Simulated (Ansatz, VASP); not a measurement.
## SnO: VASP beside Ansatz

The input INCAR:

```
SYSTEM = SnO
  PREC = Accurate
  ENCUT = 520
  EDIFF = 1E-7
  ISMEAR = 0
  SIGMA = 0.05
  LREAL = .FALSE.
  LASPH = .TRUE.
  NELM = 60
  ALGO = Normal
  ISIF = 2
  LWAVE = .FALSE.
  LCHARG = .FALSE.
  GGA = PS
  NBANDS = 28
```

Contents of KPOINTS:

```
Automatic mesh
0
G
  8 6 8
  0 0 0
```

POSCAR

```
SnO
1.0
    3.2185010876     -0.0323064997      0.1040911657
   -0.0555880560      5.9247020486      0.1172180858
    0.1222546141      0.0800118719      3.7789612492
Sn O
2 2
Direct
    0.0018550748      0.2341040902      0.5214568236
    0.5043721041      0.7679033186      0.0213803085
    0.0066132181      0.8815761640      0.7268694201
    0.4871596030      0.1164164273      0.2302954479
```

Input for Ansatz:

```yaml
crystal:
  lattice:
    - [3.2185010876, -0.0323064997, 0.1040911657]
    - [-0.055588056, 5.9247020486, 0.1172180858]
    - [0.1222546141, 0.0800118719, 3.7789612492]
  atoms:
    - { symbol: Sn, position: [0.0018550748, 0.2341040902, 0.5214568236] }
    - { symbol: Sn, position: [0.5043721041, 0.7679033186, 0.0213803085] }
    - { symbol: O, position: [0.0066132181, 0.881576164, 0.7268694201] }
    - { symbol: O, position: [0.487159603, 0.1164164273, 0.2302954479] }
basis:
  ecutwfc: 420
kpoints:
  mp_grid: { grid: [8, 6, 8] }
hamiltonian:
  xc: pbesol
scf:
  occupations: { method: gaussian, width: 0.05 }
output:
  forces: true
  stress: true
  eigenvalues: true
```

Change from the starting cell: all atoms moved at random (sigma 0.03 Å a component), cell strained at random (sigma 0.05).

Alike in both runs: task single point; functional PBEsol; k mesh 8 × 6 × 8; occupations gaussian, width 0.05 eV; no spin polarisation.

```csv
,VASP,Ansatz
version,VASP 6.6.1,Ansatz 0.2.0
potentials or method,"VASP PAW PBE potentials, release 64 (Sn_d, O), cutoff 520 eV","scalar-relativistic, plane waves, PAW"
valence electrons in the cell,40,40
```

```tsv
	VASP	Ansatz	Ansatz less VASP
gap on the k mesh at the Fermi level (eV)	1.47	1.48	+0.009
least direct gap on the mesh (eV)	1.96	1.98	+0.012
pressure (GPa)	4.9	4.6	-0.25
traceless stress, the component that is largest in VASP (GPa)	-5.69	-5.64	+0.049
rms of the force components (eV/Å)	0.820	0.789	-0.0317
```

VASP's potentials were made for PBE, not for PBEsol. Atom by atom the forces differ by 0.042 eV/Å (rms over components).
